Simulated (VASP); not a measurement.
# K3H (P6_3/mmc) in VASP: notebook

The runs below take K3H through single point, relaxation of cell and atoms, with PBE.

Program: VASP 6.6.1. These are calculated values, not measurements. Logs are shortened: lines on timing, memory, paths and dates and some standing lists are left out, and cuts for length are marked.

## 1. The cell of the first run

The structure is hexagonal, space group P6_3/mmc (No. 194). Conventional cell: a = 8.078 Å, b = 8.078 Å, c = 6.488 Å, α = 90.00°, β = 90.00°, γ = 120.00°. Within 5.0 Å of K (site symmetry mm2) lie 8 K at 3.82 to 4.26 Å and 4 H at 3.92 to 4.04 Å. Within 5.2 Å of H (site symmetry -6m2) lie 12 K at 3.92 to 4.04 Å.

## 2. Single point, PBE

File INCAR:

```
PREC = Accurate ; ENCUT = 520
EDIFF = 1E-6 ; ISMEAR = 0
SIGMA = 0.1 ; LREAL = F
LASPH = T ; NELM = 60
ALGO = Fast ; ISIF = 2
LWAVE = F ; LCHARG = F
GGA = PE ; NBANDS = 38
```

File KPOINTS:

```
regular mesh
0
Gamma
  3 3 4
```

File POSCAR:

```
K3H
1.0
    8.0780899719      0.0000000000      0.0000000000
   -4.0390449860      6.9958311298      0.0000000000
    0.0000000000      0.0000000000      6.4876958457
K H
6 2
Direct
    0.8243897373      0.6487794745      0.2500000000
    0.1756102627      0.8243897373      0.7500000000
    0.3512205255      0.1756102627      0.2500000000
    0.1756102627      0.3512205255      0.7500000000
    0.8243897373      0.1756102627      0.2500000000
    0.6487794745      0.8243897373      0.7500000000
    0.3333333333      0.6666666667      0.2500000000
    0.6666666667      0.3333333333      0.7500000000
```

Potentials or basis: VASP PAW PBE potentials, release 64 (K_sv, H).

Run with:

```sh
> cat potpaw_PBE.64/K_sv/POTCAR potpaw_PBE.64/H/POTCAR > POTCAR
> mpirun -np 1 vasp_std > vasp.out
```

OUTCAR:

```text
PREC = Accurate
   ENCUT = 520
   EDIFF = 1E-6
   ISMEAR = 0
   LREAL = F
   LASPH = T
   NELM = 60
   ISIF = 2
   GGA = PE

 ion  position               nearest neighbor table
   1  0.824  0.649  0.250-
   2  0.176  0.824  0.750-
   3  0.351  0.176  0.250-
   4  0.176  0.351  0.750-
   5  0.824  0.176  0.250-
   6  0.649  0.824  0.750-
   7  0.333  0.667  0.250-
   8  0.667  0.333  0.750-

  LATTYP: Found a hexagonal cell.
 ALAT       =     8.0780899719
 C/A-ratio  =     0.8031225040

  Lattice vectors:

 A1 = (   8.0780899719,   0.0000000000,   0.0000000000)
 A2 = (  -4.0390449860,   6.9958311298,   0.0000000000)
 A3 = (   0.0000000000,   0.0000000000,   6.4876958457)

Analysis of symmetry for initial positions (statically):
=====================================================================
 Subroutine PRICEL returns:
 Original cell was already a primitive cell.

 Routine SETGRP: Setting up the symmetry group for a
 hexagonal supercell.

 Subroutine GETGRP returns: Found 24 space group operations
 (whereof 12 operations were pure point group operations)
 out of a pool of 24 trial point group operations.

The static configuration has the point symmetry D_3d.
 The point group associated with its full space group is D_6h.

Analysis of symmetry for dynamics (positions and initial velocities):
=====================================================================
 Subroutine PRICEL returns:
 Original cell was already a primitive cell.

 Routine SETGRP: Setting up the symmetry group for a
 hexagonal supercell.

 Subroutine GETGRP returns: Found 24 space group operations
 (whereof 12 operations were pure point group operations)
 out of a pool of 24 trial point group operations.

The dynamic configuration has the point symmetry D_3d.
 The point group associated with its full space group is D_6h.

 Subroutine INISYM returns: Found 24 space group operations
 (whereof 12 operations are pure point group operations),
 and found     1 'primitive' translations

----------------------------------------------------------------------------------------

                                     Primitive cell

  volume of cell :     366.6389

  direct lattice vectors                    reciprocal lattice vectors
     8.078089972  0.000000000  0.000000000     0.123791639  0.071471136  0.000000000
    -4.039044986  6.995831130  0.000000000     0.000000000  0.142942273  0.000000000
     0.000000000  0.000000000  6.487695846     0.000000000  0.000000000  0.154137929

  length of vectors
     8.078089972  8.078089972  6.487695846     0.142942273  0.142942273  0.154137929

  position of ions in fractional coordinates (direct lattice)
     0.824389737  0.648779475  0.250000000
     0.175610263  0.824389737  0.750000000
     0.351220525  0.175610263  0.250000000
     0.175610263  0.351220525  0.750000000
     0.824389737  0.175610263  0.250000000
     0.648779475  0.824389737  0.750000000
     0.333333333  0.666666667  0.250000000
     0.666666667  0.333333333  0.750000000

  ion indices of the primitive-cell ions
   primitive index   ion index
                 1           1
                 2           2
                 3           3
                 4           4
                 5           5
                 6           6
                 7           7
                 8           8

----------------------------------------------------------------------------------------

 KPOINTS: regular mesh

Automatic generation of k-mesh.
 Grid dimensions read from file:
 generate k-points for:    3    3    4

 Generating k-lattice:

  Cartesian coordinates                     Fractional coordinates (reciprocal lattice)
     0.041263880  0.023823712  0.000000000     0.333333333  0.000000000  0.000000000
     0.000000000  0.047647424  0.000000000     0.000000000  0.333333333  0.000000000
     0.000000000  0.000000000  0.038534482     0.000000000  0.000000000  0.250000000

  Length of vectors
     0.047647424  0.047647424  0.038534482

  Shift w.r.t. Gamma in fractional coordinates (k-lattice)
     0.000000000  0.000000000  0.000000000

 Subroutine IBZKPT returns following result:
 ===========================================

 Found      9 irreducible k-points:

 Following reciprocal coordinates:
            Coordinates               Weight
  0.000000  0.000000  0.000000      1.000000
  0.333333 -0.000000  0.000000      6.000000
  0.333333  0.333333  0.000000      2.000000
  0.000000  0.000000  0.250000      2.000000
  0.333333 -0.000000  0.250000     12.000000
  0.333333  0.333333  0.250000      4.000000
  0.000000  0.000000  0.500000      1.000000
  0.333333 -0.000000  0.500000      6.000000
  0.333333  0.333333  0.500000      2.000000
   k-points           NKPTS =      9   k-points in BZ     NKDIM =      9   number of bands    NBANDS=     38
   number of dos      NEDOS =    301   number of ions     NIONS =      8
   total plane-waves  NPLWV = 172800
   dimension x,y,z NGX =    60 NGY =   60 NGZ =   48
   dimension x,y,z NGXF=   120 NGYF=  120 NGZF=   96
   ions per type =               6   2
   NGX,Y,Z   is equivalent  to a cutoff of  12.35, 12.35, 12.30 a.u.
   NGXF,Y,Z  is equivalent  to a cutoff of  24.70, 24.70, 24.60 a.u.
 SYSTEM =  unknown system
   PREC   = accura    normal or accurate (medium, high low for compatibility)
   ISTART =      0    job   : 0-new  1-cont  2-samecut
   ICHARG =      2    charge: 1-file 2-atom 10-const
   ISPIN  =      1    spin polarized calculation?
   LNONCOLLINEAR =      F non collinear calculations
   LSORBIT =      F    spin-orbit coupling
   LASPH  =      T    aspherical Exc in radial PAW
   ENCUT  =  520.0 eV  38.22 Ry    6.18 a.u.  15.02 15.02 12.06*2*pi/ulx,y,z
   NELM   =     60;   NELMIN=  2; NELMDL= -5     # of ELM steps
   EDIFF  = 0.1E-05   stopping-criterion for ELM
   LREAL  =      F    real-space projection
   EDIFFG = 0.1E-04   stopping-criterion for IOM
   NSW    =      0    number of steps for IOM
   IBRION =     -1    ionic relax: 0-MD 1-quasi-New 2-CG
   NFREE  =      0    steps in history (QN), initial steepest desc. (CG)
   ISIF   =      2    stress and relaxation
   ISYM   =      2    0-nonsym 1-usesym 2-fastsym
   POTIM  = 0.5000    time-step for ionic-motion
   TEBEG  =    0.0;   TEEND  =   0.0 temperature during run
   PSTRESS=    0.0 pullay stress
   NELECT =      56.0000    total number of electrons
   NUPDOWN=      -1.0000    fix difference up-down
   EMIN   =  10.00;   EMAX   =-10.00  energy-range for DOS
   EFERMI =   0.00;   METHOD = LEGACY
   ISMEAR =     0;   SIGMA  =   0.10  broadening in eV -4-tet -1-fermi 0-gaus
   EFERMI_NEDOS =   21; number of points for ismear=-14 and -15
   IALGO  =     68    algorithm
   IMIX   =      4    mixing-type and parameters
     AMIX     =   0.40;   BMIX     =  1.00
     AMIX_MAG =   1.60;   BMIX_MAG =  1.00
  volume/ion in A,a.u.               =      45.83       309.28
  Fermi-wavevector in a.u.,A,eV,Ry     =   0.875101  1.653700 10.419357  0.765801
  Thomas-Fermi vector in A             =   1.994724
   LORBIT       =      0    0 simple, 1 ext, 2 COOP (PROOUT), +10 PAW based schemes
   GGA     = PE    functional components
   LHFCALC =     F    Hartree Fock is set to
   AEXX    =    0.0000 exact exchange contribution
   IVDW    =     0    specifies the selected vdW correction
   LEPSILON=     F    determine dielectric tensor
   LRPA    =     F    only Hartree local field effects (RPA)
 non-spin polarized calculation
 RMM-DIIS sequential band-by-band and
 Gauss-broadening in eV      SIGMA  =   0.10
  energy-cutoff  :      520.00
  volume of cell :      366.64
 maximum number of plane-waves:      9913
   NGX = 31   NGY = 31   NGZ = 25

 number of electron      56.0000000 magnetization

 Free energy of the ion-electron system (eV)
  ---------------------------------------------------
  ext. energy  EPLUGINS =         0.00000000
  ---------------------------------------------------
  free energy    TOTEN  =       -10.46302061 eV

  energy without entropy =      -10.45166570  energy(sigma->0) =      -10.45734316

 E-fermi :   0.4680     XC(G=0):  -6.2055

 val. band max:        0.3472746921   @ k =   0.3333   0.3333   0.2500
 cond. band min:       0.5202162170   @ k =   0.3333  -0.0000   0.0000
 fundamental gap:      0.1729415249
 Fermi energy:         0.4680062529

 k-point     1 :       0.0000    0.0000    0.0000
  band No.  band energies     occupation
      1     -32.0556      2.00000
      2     -32.0384      2.00000
      3     -32.0336      2.00000
      4     -32.0336      2.00000
      5     -32.0253      2.00000
      6     -32.0253      2.00000
[... 30 lines left out ...]
     37       2.8345      0.00000
     38       2.9492      0.00000

 k-point     2 :       0.3333   -0.0000    0.0000
  band No.  band energies     occupation
      1     -32.0511      2.00000
      2     -32.0415      2.00000
      3     -32.0352      2.00000
      4     -32.0336      2.00000
      5     -32.0252      2.00000
      6     -32.0251      2.00000
[... 30 lines left out ...]
     37       2.6581      0.00000
     38       2.7983      0.00000

 k-point     3 :       0.3333    0.3333    0.0000
  band No.  band energies     occupation
      1     -32.0446      2.00000
      2     -32.0446      2.00000
      3     -32.0415      2.00000
      4     -32.0282      2.00000
      5     -32.0282      2.00000
      6     -32.0245      2.00000
[... 30 lines left out ...]
     37       2.9646      0.00000
[... 166 lines left out ...]
 k-point     8 :       0.3333   -0.0000    0.5000
  band No.  band energies     occupation
      1     -32.0449      2.00000
      2     -32.0449      2.00000
      3     -32.0316      2.00000
      4     -32.0316      2.00000
      5     -32.0294      2.00000
      6     -32.0294      2.00000
[... 30 lines left out ...]
     37       3.0467      0.00000
     38       3.0593      0.00000

 k-point     9 :       0.3333    0.3333    0.5000
  band No.  band energies     occupation
      1     -32.0434      2.00000
      2     -32.0434      2.00000
      3     -32.0330      2.00000
      4     -32.0330      2.00000
      5     -32.0294      2.00000
      6     -32.0294      2.00000
[... 30 lines left out ...]
     37       3.3338      0.00000
     38       3.3890      0.00000

------------------------ aborting loop because EDIFF is reached ----------------------------------------

  FORCE on cell =-STRESS in cart. coord.  units (eV):
  Direction    XX          YY          ZZ          XY          YZ          ZX
  --------------------------------------------------------------------------------------
  -------------------------------------------------------------------------------------
  Total        0.4732401      0.4732401      0.6223974     -0.0000000      0.0000000      0.0000000
  in kB        2.0680145      2.0680145      2.7198184     -0.0000000      0.0000000      0.0000000
  external PRESSURE =       2.2852825 kB  Pullay stress =       0.0000000 kB

 VOLUME and BASIS-vectors are now :
 -----------------------------------------------------------------------------
  energy-cutoff  :      520.00
  volume of cell :      366.64
      direct lattice vectors                 reciprocal lattice vectors
     8.078089972  0.000000000  0.000000000     0.123791639  0.071471136  0.000000000
    -4.039044986  6.995831130  0.000000000     0.000000000  0.142942273  0.000000000
     0.000000000  0.000000000  6.487695846     0.000000000  0.000000000  0.154137929

 POSITION                                       TOTAL-FORCE (eV/Angst)
 -----------------------------------------------------------------------------------
      4.03904      4.53875      1.62192        -0.000000      0.002984      0.000000
     -1.91115      5.76729      4.86577        -0.002584      0.001492      0.000000
      2.12789      1.22854      1.62192        -0.002584     -0.001492      0.000000
     -0.00000      2.45708      4.86577         0.000000     -0.002984     -0.000000
      5.95020      1.22854      1.62192         0.002584     -0.001492      0.000000
      1.91115      5.76729      4.86577         0.002584      0.001492     -0.000000
     -0.00000      4.66389      1.62192        -0.000000     -0.000000     -0.000000
      4.03904      2.33194      4.86577        -0.000000     -0.000000     -0.000000
 -----------------------------------------------------------------------------------
    total drift:                               -0.000001      0.000000     -0.000000

  FREE ENERGIE OF THE ION-ELECTRON SYSTEM (eV)
  ---------------------------------------------------
  free  energy   TOTEN  =       -10.4630206094 eV

  energy  without entropy=      -10.4516657041  energy(sigma->0) =      -10.45734316
```

It took 7.6 min on 1 thread of Oxide Virtual Turin-like, shared host; peak memory 0.43 GiB.

What came out:

* Free energy: -10.4630 eV
* Pressure: 0.2 GPa
* Band gap on the k mesh: zero (bands 28 and 29 overlap by 0.97 eV)

Forces in eV/Å, atoms in the order of the input:
```
K    0.000  0.003  0.000
K   -0.003  0.001  0.000
K   -0.003 -0.001  0.000
K    0.000 -0.003  0.000
K    0.003 -0.001  0.000
K    0.003  0.001  0.000
H    0.000  0.000  0.000
H    0.000  0.000  0.000
```

Levels at points of the mesh, in eV from the Fermi level:
```
           k point  band 25  band 26  band 27  band 28  band 29  band 30  band 31  band 32
(0.00, 0.00, 0.00)    -3.19    -2.19    -0.78     0.55     0.55     0.72     0.88     0.88
(0.00, 0.00, 0.50)    -2.54    -2.54    -0.76    -0.76     1.19     1.19     1.19     1.19
```

## 3. Relaxation of cell and atoms, PBE

This run uses another cell than the first one, of 29.42 Å³/atom.

File INCAR:

```
SYSTEM = K3H
ALGO = Fast ; EDIFF = 1E-6
EDIFFG = -0.04 ; ENCUT = 600
GGA = PE ; IBRION = 2
ISIF = 3 ; ISMEAR = 0
LASPH = .True. ; LCHARG = .False.
LREAL = .False. ; LWAVE = .False.
NELM = 60 ; NSW = 90
PREC = Accurate ; SIGMA = 0.1
```

File KPOINTS:

```
k-points
0
Gamma
  3 3 4
  0 0 0
```

File POSCAR:

```
K3H
1.0
    6.9695998690      0.0000000000      0.0000000000
   -3.4847999345      6.0358505408      0.0000000000
    0.0000000000      0.0000000000      5.5941792506
K H
6 2
Direct
    0.8330000000      0.6660000000      0.2500000000
    0.1670000000      0.8330000000      0.7500000000
    0.3340000000      0.1670000000      0.2500000000
    0.1670000000      0.3340000000      0.7500000000
    0.8330000000      0.1670000000      0.2500000000
    0.6660000000      0.8330000000      0.7500000000
    0.3333333333      0.6666666667      0.2500000000
    0.6666666667      0.3333333333      0.7500000000
```

Potentials or basis: VASP PAW PBE potentials, release 64 (K_sv, H).

Run with:

```sh
> cat potpaw_PBE.64/K_sv/POTCAR potpaw_PBE.64/H/POTCAR > POTCAR
> mpirun -np 1 vasp_std > vasp.out
```

It took 32 min on 1 thread of Oxide Virtual Turin-like, shared host; peak memory 0.41 GiB.

Results (log left out):

- Free energy: -10.4534 eV
- Relaxed volume: 48.40 Å³/atom
- Relaxed cell: a = 8.184 Å, b = 8.184 Å, c = 6.675 Å, α = 90.00°, β = 90.00°, γ = 120.00°
- Space group after relaxing (to 0.1 Å): P6_3/mmc (No. 194)
- Energy gained by relaxing: 256.9 meV/atom
- Ionic steps: 8
- Pressure after relaxing: 0.0 GPa
- Largest force after relaxing: 0.028 eV/Å
- Band gap on the k mesh: zero (bands 28 and 29 overlap by 0.98 eV)

Forces on the atoms (eV/Å):
```
K    0.000  0.028  0.000
K   -0.024  0.014  0.000
K   -0.024 -0.014  0.000
K    0.000 -0.028  0.000
K    0.024 -0.014  0.000
K    0.024  0.014  0.000
H    0.000  0.000  0.000
H    0.000  0.000  0.000
```

Step by step:
```csv
step,energy change (eV),largest force (eV/Å),pressure (GPa),volume (Å³)
1,0.0000,0.8183,5.94,235.33
2,-1.2115,0.3961,3.02,274.48
3,-1.9457,0.0358,0.81,335.05
4,-2.0368,0.0600,0.26,363.87
5,-2.0452,0.0934,0.08,376.79
6,-2.0448,0.1009,0.04,380.08
7,-2.0492,0.0834,0.01,381.85
8,-2.0554,0.0279,-0.04,387.17
```

Final structure:
```
K H
1.0
     8.18406    0.00000    0.00000
    -4.09203    7.08761    0.00000
     0.00000    0.00000    6.67469
K H
6 2
Direct
  0.82464 0.64928 0.25000
  0.17536 0.82464 0.75000
  0.35072 0.17536 0.25000
  0.17536 0.35072 0.75000
  0.82464 0.17536 0.25000
  0.64928 0.82464 0.75000
  0.33333 0.66667 0.25000
  0.66667 0.33333 0.75000
```

Levels at points of the mesh, in eV from the Fermi level:
```csv
k point,band 24,band 25,band 26,band 27,band 28,band 29,band 30,band 31,band 32,band 33
"(0.00, 0.00, 0.00)",-15.92,-3.07,-2.07,-0.77,0.55,0.55,0.64,0.88,0.88,1.08
"(0.00, 0.00, 0.50)",-15.93,-2.43,-2.43,-0.76,-0.76,1.18,1.18,1.18,1.18,1.27
```

Caveat: the volume moved by over 15 % at a fixed basis, so the end points are rough.

## 4. Single point, PBE

This run uses another cell than the first one, of 53.33 Å³/atom.

File INCAR:

```
  PREC = Accurate
  ENCUT = 520
  EDIFF = 1E-7
  ISMEAR = 0
  SIGMA = 0.1
  LREAL = False
  LASPH = True
  NELM = 80
  ALGO = Fast
  ISIF = 2
  LWAVE = False
  LCHARG = False
  GGA = PE
  NBANDS = 38
```

File KPOINTS:

```
Automatic mesh
0
Gamma
  6 6 6
```

File POSCAR:

```
K3H
1.0
   11.2426676517      0.0000000000      0.0000000000
   -5.6213338259      9.7364357926      0.0000000000
    0.0000000000      0.0000000000      3.8972476216
K H
6 2
Direct
    0.7791860045      0.5583720089      0.2500000000
    0.2208139955      0.7791860045      0.7500000000
    0.4416279911      0.2208139955      0.2500000000
    0.2208139955      0.4416279911      0.7500000000
    0.7791860045      0.2208139955      0.2500000000
    0.5583720089      0.7791860045      0.7500000000
    0.3333333333      0.6666666667      0.2500000000
    0.6666666667      0.3333333333      0.7500000000
```

Run with:

```sh
> cat potpaw_PBE.64/K_sv/POTCAR potpaw_PBE.64/H/POTCAR > POTCAR
> mpirun -np 1 vasp_std > vasp.out
```

It took 35 min on 1 thread of Oxide Virtual Turin-like, shared host; peak memory 0.65 GiB.

It converged, with:

- Free energy: -12.5782 eV
- Pressure: 0.0 GPa
- Band gap on the k mesh: zero (bands 28 and 29 overlap by 1.48 eV)

Levels at points of the mesh, in eV from the Fermi level:
| k point | band 26 | band 27 | band 28 | band 29 | band 30 | band 31 |
| --- | --- | --- | --- | --- | --- | --- |
| (0.00, 0.00, 0.00) | -3.29 | -0.96 | -0.53 | -0.53 | -0.41 | -0.41 |
| (0.50, 0.00, 0.00) | -3.37 | -1.18 | -0.88 | -0.70 | 0.16 | 0.60 |
| (0.00, 0.00, 0.50) | -2.71 | 0.65 | 0.65 | 1.32 | 1.32 | 1.32 |
| (0.50, 0.00, 0.50) | -2.71 | 0.69 | 0.69 | 1.23 | 1.23 | 1.27 |

## 5. Summary

```tsv
task	cell	k mesh	cutoff (eV)	gap on the mesh (eV)	pressure (GPa)
single point	a = 8.078, b = 8.078, c = 6.488 Å, angles 90.0, 90.0, 120.0°, 8 atoms, atomic positions A	3 × 3 × 4	520	none	0.2
relaxation of cell and atoms	relaxed from a = 6.970, b = 6.970, c = 5.594 Å, angles 90.0, 90.0, 120.0°, 8 atoms, atomic positions B	3 × 3 × 4	600	none	0.0
single point	a = 11.243, b = 11.243, c = 3.897 Å, angles 90.0, 90.0, 120.0°, 8 atoms, atomic positions C	6 × 6 × 6	520	none	0.0
```

Alike in all rows: level PBE; potentials or basis VASP PAW PBE potentials, release 64 (K_sv, H); no spin polarisation; smearing gaussian 0.1 eV.

Caveats: the volume moved by over 15 % at a fixed basis, so the end points are rough (at least some runs).

Absolute energies hang on the potentials; compare differences alone.

The gap in the log of VASP goes by the Fermi energy; the results here count the filled bands.